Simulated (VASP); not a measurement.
A run of VASP 6.6.1 is set up as follows.

Contents of POSCAR:

```
LiCl
1.0
    0.0000000000      2.5560252063      2.5560252063
    2.5560252063      0.0000000000      2.5560252063
    2.5560252063      2.5560252063      0.0000000000
Li Cl
1 1
Direct
    0.0000000000      0.0000000000      0.0000000000
    0.5000000000      0.5000000000      0.5000000000
```

File INCAR.step1:

```
SYSTEM = LiCl
PREC = Accurate
ENCUT = 520
ISMEAR = 0
SIGMA = 0.01
LREAL = .False.
LASPH = .True.
NELM = 80
NBANDS = 12
GGA = PE
ALGO = Normal
EDIFF = 1E-4
LWAVE = .True.
LCHARG = .False.
```

Contents of INCAR.step2:

```
SYSTEM = LiCl
PREC = Accurate
ENCUT = 520
EDIFF = 1E-7
ISMEAR = 0
SIGMA = 0.01
LREAL = .False.
LASPH = .True.
NELM = 80
ALGO = Normal
ISIF = 2
LWAVE = .False.
LCHARG = .False.
METAGGA = R2SCAN
LMIXTAU = .True.
NBANDS = 12
ISTART = 1
```

File KPOINTS:

```
Automatic mesh
0
Gamma
  6 6 6
  0 0 0
```

Potentials or basis: VASP PAW PBE potentials, release 64 (Li_sv, Cl).

Launch:

```bash
$ cat potpaw_PBE.64/Li_sv/POTCAR potpaw_PBE.64/Cl/POTCAR > POTCAR
$ cp INCAR.step1 INCAR
$ mpirun -np 1 vasp_std > vasp.out
$ cp INCAR.step2 INCAR
$ mpirun -np 1 vasp_std > vasp.out
```

**Question.** What does it give for the band gap on the k mesh?

**Answer.** 7.36 eV, direct.

 A k mesh can miss the band edges.
